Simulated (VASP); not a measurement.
Crystal: SiMo3.

```
Si Mo
1.0
     4.88970    0.00000    0.00000
     0.00000    4.88970    0.00000
     0.00000    0.00000    4.88970
Si Mo
2 6
Direct
  0.50000 0.50000 0.50000
  0.00000 0.00000 0.00000
  0.00000 0.50000 0.25000
  0.00000 0.50000 0.75000
  0.50000 0.75000 0.00000
  0.50000 0.25000 0.00000
  0.75000 0.00000 0.50000
  0.25000 0.00000 0.50000
```

```yaml
Program: VASP 6.6.1
Task: relaxation of cell and atoms
Functional: PBEsol
Potentials_or_basis: VASP PAW PBE potentials, release 64 (Si, Mo_sv)
Cutoff: 600 eV
k_mesh: 8 × 8 × 8
Occupations: gaussian, width 0.1 eV
Spin: no spin polarisation
```

At the start: pressure -4.0 GPa; volume 14.61 Å³/atom.

Q: How do energy, volume and symmetry change on relaxing?

A: Over 4 steps the energy falls by 2.8 meV/atom and the volume is 14.39 Å³/atom (-1.5 %); space group Pm-3n (No. 223, to 0.1 Å) before and after.

Step by step:
```
step  energy change (eV)  largest force (eV/Å)  pressure (GPa)  volume (Å³)
   1              0.0000                0.0000           -3.96       116.91
   2              0.1166                0.0000           10.90       110.91
   3             -0.0223                0.0000           -0.08       115.16
   4             -0.0223                0.0000            0.01       115.12
```

Final structure:
```
Si Mo
1.0
     4.86469    0.00000    0.00000
     0.00000    4.86469    0.00000
     0.00000    0.00000    4.86469
Si Mo
2 6
Direct
  0.50000 0.50000 0.50000
  0.00000 0.00000 0.00000
  0.00000 0.50000 0.25000
  0.00000 0.50000 0.75000
  0.50000 0.75000 0.00000
  0.50000 0.25000 0.00000
  0.75000 0.00000 0.50000
  0.25000 0.00000 0.50000
```

Caveat: the PAW data sets were made with another functional, which shifts forces and pressure a little.
